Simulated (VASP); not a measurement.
# Si3N4 (Fd-3m) in VASP: notebook, part 2 of 2

VASP 6.6.1. The steps go on from the part before.

## Step 3: Relaxation of cell and atoms, PBE+D3(BJ)

This run uses another cell than the first one, of 8.44 Å³/atom, 1.021 times its volume.

The input, INCAR:

```
PREC = Accurate ; ENCUT = 600
EDIFF = 1E-6 ; ISMEAR = 0
SIGMA = 0.02 ; LREAL = False
LASPH = True ; NELM = 60
ALGO = Normal ; ISIF = 3
LWAVE = False ; LCHARG = False
GGA = PE ; IVDW = 12
IBRION = 2 ; NSW = 70
EDIFFG = -0.005
```

The input, KPOINTS:

```
Automatic mesh
0
Gamma
  6 6 6
```

The input, POSCAR:

```
Si3N4
1.0
    0.0000000000      3.8946186227      3.8946186227
    3.8946186227      0.0000000000      3.8946186227
    3.8946186227      3.8946186227      0.0000000000
Si N
6 8
Direct
    0.1250000000      0.1250000000      0.6250000000
    0.1250000000      0.6250000000      0.1250000000
    0.6250000000      0.1250000000      0.1250000000
    0.1250000000      0.1250000000      0.1250000000
    0.7500000000      0.7500000000      0.7500000000
    0.5000000000      0.5000000000      0.5000000000
    0.3675422916      0.3675422916      0.3675422916
    0.3526268749      0.8824577084      0.8824577084
    0.8824577084      0.8824577084      0.3526268749
    0.8824577084      0.3526268749      0.8824577084
    0.3675422916      0.3675422916      0.8973731251
    0.3675422916      0.8973731251      0.3675422916
    0.8824577084      0.8824577084      0.8824577084
    0.8973731251      0.3675422916      0.3675422916
```

Potentials or basis: VASP PAW PBE potentials, release 64 (Si, N).

Command:

```
$ cat potpaw_PBE.64/Si/POTCAR potpaw_PBE.64/N/POTCAR > POTCAR
$ mpirun -np 1 vasp_std > vasp.out
```

OUTCAR:

```text
PREC = Accurate
   ENCUT = 600
   EDIFF = 1E-6
   ISMEAR = 0
   LREAL = False
   LASPH = True
   NELM = 60
   ISIF = 3
   GGA = PE
   IVDW = 12
   IBRION = 2
   NSW = 70
   EDIFFG = -0.005
 IVDW          = 12

 ion  position               nearest neighbor table
   1  0.125  0.125  0.625-   7 1.89  13 1.89  10 1.89  12 1.89   8 1.89  14 1.89   4 2.75   2 2.75
                             3 2.75   4 2.75   2 2.75   3 2.75
   2  0.125  0.625  0.125-   7 1.89  13 1.89  11 1.89   9 1.89   8 1.89  14 1.89   4 2.75   1 2.75
                             1 2.75   3 2.75   4 2.75   3 2.75
   3  0.625  0.125  0.125-   7 1.89  13 1.89  11 1.89   9 1.89  12 1.89  10 1.89   4 2.75   1 2.75
                             2 2.75   1 2.75   2 2.75   4 2.75
   4  0.125  0.125  0.125-   8 1.89   9 1.89  10 1.89  11 1.89  12 1.89  14 1.89   1 2.75   2 2.75
                             3 2.75   1 2.75   2 2.75   3 2.75
   5  0.750  0.750  0.750-   8 1.79   9 1.79  10 1.79  13 1.79
   6  0.500  0.500  0.500-  11 1.79  12 1.79  14 1.79   7 1.79
   7  0.368  0.368  0.368-   6 1.79   2 1.89   3 1.89   1 1.89
   8  0.353  0.882  0.882-   5 1.79   4 1.89   1 1.89   2 1.89
   9  0.882  0.882  0.353-   5 1.79   4 1.89   2 1.89   3 1.89
  10  0.882  0.353  0.882-   5 1.79   4 1.89   1 1.89   3 1.89
  11  0.368  0.368  0.897-   6 1.79   4 1.89   2 1.89   3 1.89
  12  0.368  0.897  0.368-   6 1.79   4 1.89   1 1.89   3 1.89
  13  0.882  0.882  0.882-   5 1.79   2 1.89   3 1.89   1 1.89
  14  0.897  0.368  0.368-   6 1.79   4 1.89   1 1.89   2 1.89

  LATTYP: Found a face centered cubic cell.
 ALAT       =     7.7892372454

  Lattice vectors:

 A1 = (   0.0000000000,   3.8946186227,   3.8946186227)
 A2 = (   3.8946186227,   0.0000000000,   3.8946186227)
 A3 = (   3.8946186227,   3.8946186227,   0.0000000000)

Analysis of symmetry for initial positions (statically):
=====================================================================
 Subroutine PRICEL returns:
 Original cell was already a primitive cell.

 Routine SETGRP: Setting up the symmetry group for a
 face centered cubic supercell.

 Subroutine GETGRP returns: Found 48 space group operations
 (whereof 24 operations were pure point group operations)
 out of a pool of 48 trial point group operations.

The static configuration has the point symmetry T_d .
 The point group associated with its full space group is O_h .

Analysis of symmetry for dynamics (positions and initial velocities):
=====================================================================
 Subroutine PRICEL returns:
 Original cell was already a primitive cell.

 Routine SETGRP: Setting up the symmetry group for a
 face centered cubic supercell.

 Subroutine GETGRP returns: Found 48 space group operations
 (whereof 24 operations were pure point group operations)
 out of a pool of 48 trial point group operations.

The dynamic configuration has the point symmetry T_d .
 The point group associated with its full space group is O_h .

 Subroutine INISYM returns: Found 48 space group operations
 (whereof 24 operations are pure point group operations),
 and found     1 'primitive' translations

----------------------------------------------------------------------------------------

                                     Primitive cell

  volume of cell :     118.1476

  direct lattice vectors                    reciprocal lattice vectors
     0.000000000  3.894618623  3.894618623    -0.128382275  0.128382275  0.128382275
     3.894618623  0.000000000  3.894618623     0.128382275 -0.128382275  0.128382275
     3.894618623  3.894618623  0.000000000     0.128382275  0.128382275 -0.128382275

[... 37 lines left out ...]

 KPOINTS: Automatic mesh

Automatic generation of k-mesh.
 Grid dimensions read from file:
 generate k-points for:    6    6    6

 Generating k-lattice:

  Cartesian coordinates                     Fractional coordinates (reciprocal lattice)
    -0.021397046  0.021397046  0.021397046     0.166666667  0.000000000  0.000000000
     0.021397046 -0.021397046  0.021397046     0.000000000  0.166666667  0.000000000
     0.021397046  0.021397046 -0.021397046     0.000000000  0.000000000  0.166666667

  Length of vectors
     0.037060771  0.037060771  0.037060771

  Shift w.r.t. Gamma in fractional coordinates (k-lattice)
     0.000000000  0.000000000  0.000000000

 Subroutine IBZKPT returns following result:
 ===========================================

 Found     16 irreducible k-points:

 Following reciprocal coordinates:
            Coordinates               Weight
  0.000000  0.000000  0.000000      1.000000
  0.166667  0.000000  0.000000      8.000000
  0.333333  0.000000  0.000000      8.000000
  0.500000  0.000000  0.000000      4.000000
  0.166667  0.166667  0.000000      6.000000
  0.333333  0.166667  0.000000     24.000000
[... 8 lines left out ...]
 -0.333333  0.333333  0.166667     24.000000
 -0.333333  0.500000  0.166667     12.000000
   k-points           NKPTS =     16   k-points in BZ     NKDIM =     16   number of bands    NBANDS=     40
   number of dos      NEDOS =    301   number of ions     NIONS =     14
   total plane-waves  NPLWV = 110592
   dimension x,y,z NGX =    48 NGY =   48 NGZ =   48
   dimension x,y,z NGXF=    96 NGYF=   96 NGZF=   96
   ions per type =               6   8
   NGX,Y,Z   is equivalent  to a cutoff of  14.49, 14.49, 14.49 a.u.
   NGXF,Y,Z  is equivalent  to a cutoff of  28.98, 28.98, 28.98 a.u.
 SYSTEM =  unknown system
   PREC   = accura    normal or accurate (medium, high low for compatibility)
   ISTART =      0    job   : 0-new  1-cont  2-samecut
   ICHARG =      2    charge: 1-file 2-atom 10-const
   ISPIN  =      1    spin polarized calculation?
   LNONCOLLINEAR =      F non collinear calculations
   LSORBIT =      F    spin-orbit coupling
   LASPH  =      T    aspherical Exc in radial PAW
   ENCUT  =  600.0 eV  44.10 Ry    6.64 a.u.  11.00 11.00 11.00*2*pi/ulx,y,z
   NELM   =     60;   NELMIN=  2; NELMDL= -5     # of ELM steps
   EDIFF  = 0.1E-05   stopping-criterion for ELM
   LREAL  =      F    real-space projection
   EDIFFG = -.5E-02   stopping-criterion for IOM
   NSW    =     70    number of steps for IOM
   IBRION =      2    ionic relax: 0-MD 1-quasi-New 2-CG
   NFREE  =      1    steps in history (QN), initial steepest desc. (CG)
   ISIF   =      3    stress and relaxation
   ISYM   =      2    0-nonsym 1-usesym 2-fastsym
   POTIM  = 0.5000    time-step for ionic-motion
   TEBEG  =    0.0;   TEEND  =   0.0 temperature during run
   PSTRESS=    0.0 pullay stress
   NELECT =      64.0000    total number of electrons
   NUPDOWN=      -1.0000    fix difference up-down
   EMIN   =  10.00;   EMAX   =-10.00  energy-range for DOS
   EFERMI =   0.00;   METHOD = LEGACY
   ISMEAR =     0;   SIGMA  =   0.02  broadening in eV -4-tet -1-fermi 0-gaus
   EFERMI_NEDOS =   21; number of points for ismear=-14 and -15
   IALGO  =     38    algorithm
   IMIX   =      4    mixing-type and parameters
     AMIX     =   0.40;   BMIX     =  1.00
     AMIX_MAG =   1.60;   BMIX_MAG =  1.00
  volume/ion in A,a.u.               =       8.44        56.95
  Fermi-wavevector in a.u.,A,eV,Ry     =   1.334525  2.521886 24.231373  1.780956
  Thomas-Fermi vector in A             =   2.463299
   LORBIT       =      0    0 simple, 1 ext, 2 COOP (PROOUT), +10 PAW based schemes
   GGA     = PE    functional components
   LHFCALC =     F    Hartree Fock is set to
   AEXX    =    0.0000 exact exchange contribution
   IVDW    =    12    specifies the selected vdW correction
   LEPSILON=     F    determine dielectric tensor
   LRPA    =     F    only Hartree local field effects (RPA)
 conjugate gradient relaxation of ions
 non-spin polarized calculation
 Gauss-broadening in eV      SIGMA  =   0.02
  energy-cutoff  :      600.00
  volume of cell :      118.15
 maximum number of plane-waves:      3984
 NGX is ok and might be reduce to    48
   NGX = 21   NGY = 21   NGZ = 21

--------------------------------------- Ionic step        1  -------------------------------------------

 number of electron      63.9999997 magnetization

 Free energy of the ion-electron system (eV)
  ---------------------------------------------------
  ext. energy  EPLUGINS =         0.00000000
  ---------------------------------------------------
  free energy    TOTEN  =      -112.49706130 eV

  energy without entropy =     -112.49706130  energy(sigma->0) =     -112.49706130

------------------------ aborting loop because EDIFF is reached ----------------------------------------

 Edisp (eV)   -4.43732

 E8    (eV) :    -1.5740
[... 355 lines left out ...]
--------------------------------------- Ionic step        8  -------------------------------------------

 number of electron      64.0000000 magnetization

 Free energy of the ion-electron system (eV)
  ---------------------------------------------------
  ext. energy  EPLUGINS =         0.00000000
  ---------------------------------------------------
  free energy    TOTEN  =      -112.45100196 eV

  energy without entropy =     -112.45100196  energy(sigma->0) =     -112.45100196

 E-fermi :   9.5195     XC(G=0): -12.3201

 val. band max:        9.3768914390   @ k =  -0.1667   0.1667   0.0000
 cond. band min:      12.7930063180   @ k =   0.0000   0.0000   0.0000
 fundamental gap:      3.4161148790
 Fermi energy:         9.5195374672

 k-point     1 :       0.0000    0.0000    0.0000
  band No.  band energies     occupation
      1      -9.5942      2.00000
      2      -6.2400      2.00000
      3      -5.3067      2.00000
      4      -5.3067      2.00000
      5      -5.3067      2.00000
      6      -4.3108      2.00000
[... 722 lines left out ...]
  FREE ENERGIE OF THE ION-ELECTRON SYSTEM (eV)
  ---------------------------------------------------
  free  energy   TOTEN  =      -116.9866987862 eV

  energy  without entropy=     -116.9866987862  energy(sigma->0) =     -116.98669879

 reached required accuracy - stopping structural energy minimisation
```

It took 8.8 min on 1 thread of Intel Xeon 6975P-C, shared host; peak memory 0.39 GiB.

What came out:

```yaml
Free_energy: -116.9867 eV
Relaxed_volume: 8.26 Å³/atom
Relaxed_cell: a = 5.468 Å, b = 5.468 Å, c = 5.468 Å, α = 60.00°, β = 60.00°, γ = 60.00°
Space_group_after_relaxing_to_0.05_Å: Fd-3m (No. 227)
Energy_gained_by_relaxing: 3.7 meV/atom
Ionic_steps: 8
Pressure_after_relaxing: -0.1 GPa
Band_gap_on_the_k_mesh: 3.42 eV, indirect (least direct gap 3.45 eV)
Dispersion_energy_per_atom: -0.324 eV
```

Forces on the atoms (eV/Å):
```
Si   0.000  0.000  0.000
Si   0.000  0.000  0.000
Si   0.000  0.000  0.000
Si   0.000  0.000  0.000
Si   0.000  0.000  0.000
Si   0.000  0.000  0.000
N   -0.001 -0.001 -0.001
N    0.001 -0.001 -0.001
N   -0.001 -0.001  0.001
N   -0.001  0.001 -0.001
N    0.001  0.001 -0.001
N    0.001 -0.001  0.001
N    0.001  0.001  0.001
N   -0.001  0.001  0.001
```

The path:
```
step  energy change (eV)  largest force (eV/Å)  pressure (GPa)  volume (Å³)
   1              0.0000                0.0118           -6.41       118.15
   2              0.0344                0.1651            9.03       112.46
   3             -0.0518                0.0780           -0.03       115.62
   4             -0.0518                0.0793            0.11       115.57
   5             -0.0517                0.0830            0.10       115.52
   6             -0.0523                0.0032            0.10       115.55
   7             -0.0523                0.0002            0.10       115.55
   8             -0.0523                0.0026           -0.08       115.62
```

Final structure:
```
Si N
1.0
     0.00000    3.86664    3.86664
     3.86664    0.00000    3.86664
     3.86664    3.86664    0.00000
Si N
6 8
Direct
  0.12500 0.12500 0.62500
  0.12500 0.62500 0.12500
  0.62500 0.12500 0.12500
  0.12500 0.12500 0.12500
  0.75000 0.75000 0.75000
  0.50000 0.50000 0.50000
  0.36769 0.36769 0.36769
  0.35306 0.88231 0.88231
  0.88231 0.88231 0.35306
  0.88231 0.35306 0.88231
  0.36769 0.36769 0.89694
  0.36769 0.89694 0.36769
  0.88231 0.88231 0.88231
  0.89694 0.36769 0.36769
```

A k mesh can miss the band edges.
